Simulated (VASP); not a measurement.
# CaSe (Fm-3m) in VASP: single point with r2SCANh

Aim: the single point of CaSe with r2SCANh.

All numbers are computed with VASP 6.6.1; they aren't measurements. Logs are shortened: lines on timing, memory, paths and dates and some standing lists are left out, and cuts for length are marked.

## (1) The cell of the first run

The structure is cubic, space group Fm-3m (No. 225). The conventional cell has a = 5.935 Å, b = 5.935 Å, c = 5.935 Å, α = 90.00°, β = 90.00°, γ = 90.00°. Ca (site symmetry m-3m) has 6 Se at 2.97 Å within 3.9 Å. Within 3.9 Å of Se (site symmetry m-3m) lie 6 Ca at 2.97 Å.

## (2) Single point, r2SCANh

POSCAR reads:

```
CaSe
1.0
    0.0000000000      2.9675264115      2.9675264115
    2.9675264115      0.0000000000      2.9675264115
    2.9675264115      2.9675264115      0.0000000000
Ca Se
1 1
Direct
    0.0000000000      0.0000000000      0.0000000000
    0.5000000000      0.5000000000      0.5000000000
```

INCAR.step1 reads:

```
SYSTEM = CaSe
  PREC = Accurate
  ENCUT = 520
  EDIFF = 1E-5
  ISMEAR = 0
  SIGMA = 0.01
  LREAL = .False.
  LASPH = .True.
  NELM = 100
  ALGO = Normal
  ISIF = 2
  LWAVE = .True.
  GGA = PE
  NBANDS = 15
```

INCAR.step2 reads:

```
SYSTEM = CaSe
  PREC = Accurate
  ENCUT = 520
  EDIFF = 1E-6
  ISMEAR = 0
  SIGMA = 0.01
  LREAL = .False.
  LASPH = .True.
  NELM = 100
  ALGO = Normal
  ISIF = 2
  LWAVE = .False.
  LCHARG = .True.
  METAGGA = R2SCAN
  LHFCALC = .True.
  AEXX = 0.1
  LMIXTAU = .True.
  PRECFOCK = Normal
  LELF = .True.
  LVHAR = .True.
  ISTART = 1
  NBANDS = 15
```

KPOINTS reads:

```
Automatic mesh
0
Gamma
  6 6 6
  0 0 0
```

Potentials or basis: VASP PAW PBE potentials, release 64 (Ca_sv, Se).

Started as:

```
$ cat potpaw_PBE.64/Ca_sv/POTCAR potpaw_PBE.64/Se/POTCAR > POTCAR
$ cp INCAR.step1 INCAR
$ mpirun -np 1 vasp_std > vasp.out
$ cp INCAR.step2 INCAR
$ mpirun -np 1 vasp_std > vasp.out
```

OUTCAR:

```text
SYSTEM = CaSe
   PREC = Accurate
   ENCUT = 520
   EDIFF = 1E-6
   ISMEAR = 0
   LREAL = .False.
   LASPH = .True.
   NELM = 100
   ISIF = 2
   METAGGA = R2SCAN
   LHFCALC = .True.
   AEXX = 0.1
   PRECFOCK = Normal
   ISTART = 1

 ion  position               nearest neighbor table
   1  0.000  0.000  0.000-   2 2.97   2 2.97   2 2.97   2 2.97   2 2.97   2 2.97
   2  0.500  0.500  0.500-   1 2.97   1 2.97   1 2.97   1 2.97   1 2.97   1 2.97

  LATTYP: Found a face centered cubic cell.
 ALAT       =     5.9350528230

  Lattice vectors:

 A1 = (   0.0000000000,   2.9675264115,   2.9675264115)
 A2 = (   2.9675264115,   0.0000000000,   2.9675264115)
 A3 = (   2.9675264115,   2.9675264115,   0.0000000000)

Analysis of symmetry for initial positions (statically):
=====================================================================
 Subroutine PRICEL returns:
 Original cell was already a primitive cell.

 Routine SETGRP: Setting up the symmetry group for a
 face centered cubic supercell.

 Subroutine GETGRP returns: Found 48 space group operations
 (whereof 48 operations were pure point group operations)
 out of a pool of 48 trial point group operations.

The static configuration has the point symmetry O_h .

Analysis of symmetry for dynamics (positions and initial velocities):
=====================================================================
 Subroutine PRICEL returns:
 Original cell was already a primitive cell.

 Routine SETGRP: Setting up the symmetry group for a
 face centered cubic supercell.

 Subroutine GETGRP returns: Found 48 space group operations
 (whereof 48 operations were pure point group operations)
 out of a pool of 48 trial point group operations.

The dynamic configuration has the point symmetry O_h .

 Subroutine INISYM returns: Found 48 space group operations
 (whereof 48 operations are pure point group operations),
 and found     1 'primitive' translations

----------------------------------------------------------------------------------------

                                     Primitive cell

  volume of cell :      52.2653

  direct lattice vectors                    reciprocal lattice vectors
     0.000000000  2.967526412  2.967526412    -0.168490497  0.168490497  0.168490497
     2.967526412  0.000000000  2.967526412     0.168490497 -0.168490497  0.168490497
     2.967526412  2.967526412  0.000000000     0.168490497  0.168490497 -0.168490497

  length of vectors
     4.196716098  4.196716098  4.196716098     0.291834101  0.291834101  0.291834101

  position of ions in fractional coordinates (direct lattice)
     0.000000000  0.000000000  0.000000000
     0.500000000  0.500000000  0.500000000

  ion indices of the primitive-cell ions
   primitive index   ion index
                 1           1
                 2           2

----------------------------------------------------------------------------------------

 KPOINTS: Automatic mesh

Automatic generation of k-mesh.
 Grid dimensions read from file:
 generate k-points for:    6    6    6

 Generating k-lattice:

  Cartesian coordinates                     Fractional coordinates (reciprocal lattice)
    -0.028081750  0.028081750  0.028081750     0.166666667  0.000000000  0.000000000
     0.028081750 -0.028081750  0.028081750     0.000000000  0.166666667  0.000000000
     0.028081750  0.028081750 -0.028081750     0.000000000  0.000000000  0.166666667

  Length of vectors
     0.048639017  0.048639017  0.048639017

  Shift w.r.t. Gamma in fractional coordinates (k-lattice)
     0.000000000  0.000000000  0.000000000

 Subroutine IBZKPT returns following result:
 ===========================================

 Found     16 irreducible k-points:

 Following reciprocal coordinates:
            Coordinates               Weight
  0.000000  0.000000  0.000000      1.000000
  0.166667  0.000000  0.000000      8.000000
  0.333333  0.000000  0.000000      8.000000
  0.500000  0.000000  0.000000      4.000000
  0.166667  0.166667  0.000000      6.000000
  0.333333  0.166667  0.000000     24.000000
[... 8 lines left out ...]
 -0.333333  0.333333  0.166667     24.000000
 -0.333333  0.500000  0.166667     12.000000
   k-points           NKPTS =     16   k-points in BZ     NKDIM =    216   number of bands    NBANDS=     15
   number of dos      NEDOS =    301   number of ions     NIONS =      2
   total plane-waves  NPLWV =  32768
   dimension x,y,z NGX =    32 NGY =   32 NGZ =   32
   dimension x,y,z NGXF=    64 NGYF=   64 NGZF=   64
   ions per type =               1   1
   NGX,Y,Z   is equivalent  to a cutoff of  12.68, 12.68, 12.68 a.u.
   NGXF,Y,Z  is equivalent  to a cutoff of  25.35, 25.35, 25.35 a.u.
 SYSTEM =  CaSe
   PREC   = accura    normal or accurate (medium, high low for compatibility)
   ISTART =      1    job   : 0-new  1-cont  2-samecut
   ICHARG =      0    charge: 1-file 2-atom 10-const
   ISPIN  =      1    spin polarized calculation?
   LNONCOLLINEAR =      F non collinear calculations
   LSORBIT =      F    spin-orbit coupling
   LASPH  =      T    aspherical Exc in radial PAW
   ENCUT  =  520.0 eV  38.22 Ry    6.18 a.u.   7.80  7.80  7.80*2*pi/ulx,y,z
   NELM   =    100;   NELMIN=  2; NELMDL=  0     # of ELM steps
   EDIFF  = 0.1E-05   stopping-criterion for ELM
   LREAL  =      F    real-space projection
   EDIFFG = 0.1E-04   stopping-criterion for IOM
   NSW    =      0    number of steps for IOM
   IBRION =     -1    ionic relax: 0-MD 1-quasi-New 2-CG
   NFREE  =      0    steps in history (QN), initial steepest desc. (CG)
   ISIF   =      2    stress and relaxation
   ISYM   =      3    0-nonsym 1-usesym 2-fastsym
   POTIM  = 0.5000    time-step for ionic-motion
   TEBEG  =    0.0;   TEEND  =   0.0 temperature during run
   PSTRESS=    0.0 pullay stress
   NELECT =      16.0000    total number of electrons
   NUPDOWN=      -1.0000    fix difference up-down
   EMIN   =  10.00;   EMAX   =-10.00  energy-range for DOS
   EFERMI =   0.00;   METHOD = LEGACY
   ISMEAR =     0;   SIGMA  =   0.01  broadening in eV -4-tet -1-fermi 0-gaus
   EFERMI_NEDOS =   21; number of points for ismear=-14 and -15
   IALGO  =     38    algorithm
   IMIX   =      1    mixing-type and parameters
     AMIX     =   0.40;   BMIX     =  1.00
     AMIX_MAG =   1.60;   BMIX_MAG =  1.00
  volume/ion in A,a.u.               =      26.13       176.35
  Fermi-wavevector in a.u.,A,eV,Ry     =   1.103342  2.085014 16.563243  1.217364
  Thomas-Fermi vector in A             =   2.239799
   LORBIT       =      0    0 simple, 1 ext, 2 COOP (PROOUT), +10 PAW based schemes
   METAGGA = R2SCAN    functional components
   LHFCALC =     T    Hartree Fock is set to
   PRECFOCK=normal    Normal, Fast or Accurate (Low or Medium for compatibility)
   ENCUT4O =  -1.0   cutoff for four orbital integrals eV
   NKREDX  =     1    reduce k-point grid by
   NKREDY  =     1    reduce k-point grid by
   NKREDZ  =     1    reduce k-point grid by
   AEXX    =    0.1000 exact exchange contribution
   HFSCREEN=    0.0000 screening length (either q_TF or 0.3 A-1)
   HFSCREENC=   0.0000 screening length for correlation (either q_TF or 0.3 A-1)
   ENCUTFOCK=  -1.0 apply spherical cutoff to Coloumb kernel
   IVDW    =     0    specifies the selected vdW correction
   LEPSILON=     F    determine dielectric tensor
   LRPA    =     F    only Hartree local field effects (RPA)
 non-spin polarized calculation
 Gauss-broadening in eV      SIGMA  =   0.01
  energy-cutoff  :      520.00
  volume of cell :       52.27
 maximum number of plane-waves:      1420
  NGX = 24; NGY = 24; NGZ = 24

 number of electron      15.9999997 magnetization

 Free energy of the ion-electron system (eV)
  ---------------------------------------------------
  ext. energy  EPLUGINS =         0.00000000
  ---------------------------------------------------
  free energy    TOTEN  =       -25.06323175 eV

  energy without entropy =      -25.06323175  energy(sigma->0) =      -25.06323175

 E-fermi :   1.9155     XC(G=0):  -8.7087

 val. band max:        1.7892155835   @ k =   0.0000   0.0000   0.0000
 cond. band min:       4.8966829806   @ k =   0.5000   0.5000   0.0000
 fundamental gap:      3.1074673970
 Fermi energy:         1.9154626600

 k-point     1 :       0.0000    0.0000    0.0000
  band No.  band energies     occupation
      1     -40.5878      2.00000
      2     -20.2262      2.00000
      3     -20.2262      2.00000
      4     -20.2262      2.00000
      5     -10.7889      2.00000
      6       1.7892      2.00000
      7       1.7892      2.00000
      8       1.7892      2.00000
      9       6.3835      0.00000
     10       6.7219      0.00000
     11       6.7219      0.00000
     12       6.7219      0.00000
     13       7.3390      0.00000
     14       7.3390      0.00000
     15      12.8124      0.00000

 k-point     2 :       0.1667    0.0000    0.0000
  band No.  band energies     occupation
      1     -40.5862      2.00000
      2     -20.2558      2.00000
      3     -20.2279      2.00000
      4     -20.2278      2.00000
      5     -10.6191      2.00000
      6       0.6205      2.00000
      7       1.4117      2.00000
      8       1.4117      2.00000
      9       6.6318      0.00000
     10       7.1081      0.00000
     11       7.1082      0.00000
     12       7.8459      0.00000
     13       8.0481      0.00000
     14       8.0481      0.00000
     15      12.9917      0.00000

 k-point     3 :       0.3333    0.0000    0.0000
  band No.  band energies     occupation
      1     -40.5829      2.00000
      2     -20.3139      2.00000
      3     -20.2311      2.00000
      4     -20.2311      2.00000
      5     -10.2511      2.00000
      6      -0.9543      2.00000
      7       0.8258      2.00000
      8       0.8259      2.00000
      9       6.9107      0.00000
     10       8.0135      0.00000
     11       8.0136      0.00000
     12       9.2302      0.00000
     13       9.5802      0.00000
     14       9.5802      0.00000
     15      12.6950      0.00000

 k-point     4 :       0.5000    0.0000    0.0000
  band No.  band energies     occupation
      1     -40.5813      2.00000
      2     -20.3423      2.00000
      3     -20.2328      2.00000
      4     -20.2327      2.00000
      5     -10.0488      2.00000
      6      -1.5978      2.00000
      7       0.5843      2.00000
      8       0.5843      2.00000
      9       7.4184      0.00000
     10       8.6717      0.00000
     11       8.7317      0.00000
     12       8.7317      0.00000
     13      10.7988      0.00000
     14      10.7988      0.00000
     15      11.0866      0.00000
[... 163 lines left out ...]
 k-point    14 :       0.5000    0.3333    0.1667
  band No.  band energies     occupation
      1     -40.5807      2.00000
      2     -20.3036      2.00000
      3     -20.2622      2.00000
      4     -20.2432      2.00000
      5     -10.1517      2.00000
      6      -0.8514      2.00000
      7       0.3679      2.00000
      8       0.5814      2.00000
      9       6.5263      0.00000
     10       8.1849      0.00000
     11       8.7331      0.00000
     12       8.9217      0.00000
     13       9.2676      0.00000
     14      10.6515      0.00000
     15      11.4077      0.00000

 k-point    15 :      -0.3333    0.3333    0.1667
  band No.  band energies     occupation
      1     -40.5796      2.00000
      2     -20.3063      2.00000
      3     -20.2712      2.00000
      4     -20.2498      2.00000
      5     -10.0662      2.00000
      6      -0.8153      2.00000
      7      -0.0840      2.00000
      8       0.4202      2.00000
      9       7.4742      0.00000
     10       7.5739      0.00000
     11       8.8951      0.00000
     12       9.1150      0.00000
     13       9.2008      0.00000
     14      10.9489      0.00000
     15      11.9092      0.00000

 k-point    16 :      -0.3333    0.5000    0.1667
  band No.  band energies     occupation
      1     -40.5791      2.00000
      2     -20.2963      2.00000
      3     -20.2716      2.00000
      4     -20.2642      2.00000
      5     -10.0958      2.00000
      6      -0.5952      2.00000
      7       0.1599      2.00000
      8       0.2419      2.00000
      9       6.2501      0.00000
     10       8.2919      0.00000
     11       8.5053      0.00000
     12       9.0214      0.00000
     13       9.3068      0.00000
     14      10.1815      0.00000
     15      12.6823      0.00000

------------------------ aborting loop because EDIFF is reached ----------------------------------------

  FORCE on cell =-STRESS in cart. coord.  units (eV):
  Direction    XX          YY          ZZ          XY          YZ          ZX
  --------------------------------------------------------------------------------------
  -------------------------------------------------------------------------------------
  Total        0.0510897      0.0510897      0.0510897      0.0000000      0.0000000     -0.0000000
  in kB        1.5661400      1.5661400      1.5661400      0.0000000      0.0000000     -0.0000000
  external PRESSURE =       1.5661400 kB  Pullay stress =       0.0000000 kB

 VOLUME and BASIS-vectors are now :
 -----------------------------------------------------------------------------
  energy-cutoff  :      520.00
  volume of cell :       52.27
      direct lattice vectors                 reciprocal lattice vectors
     0.000000000  2.967526412  2.967526412    -0.168490497  0.168490497  0.168490497
     2.967526412  0.000000000  2.967526412     0.168490497 -0.168490497  0.168490497
     2.967526412  2.967526412  0.000000000     0.168490497  0.168490497 -0.168490497

 POSITION                                       TOTAL-FORCE (eV/Angst)
 -----------------------------------------------------------------------------------
      0.00000      0.00000      0.00000        -0.000000      0.000000     -0.000000
      2.96753      2.96753      2.96753         0.000000     -0.000000      0.000000
 -----------------------------------------------------------------------------------
    total drift:                                0.000000      0.000000      0.000000

  FREE ENERGIE OF THE ION-ELECTRON SYSTEM (eV)
  ---------------------------------------------------
  free  energy   TOTEN  =       -25.0632317528 eV

  energy  without entropy=      -25.0632317528  energy(sigma->0) =      -25.06323175
```

Run time: 66 min. Hardware: 1 thread of Intel Xeon 8259CL, shared host; peak memory 0.22 GiB.

What came out:

```
Free energy            : -25.0632 eV
Pressure               : 0.2 GPa
Band gap on the k mesh : 3.11 eV (least direct gap 4.09 eV)
```

Caveat: the PAW data sets were made with another functional, which shifts forces and pressure a little.
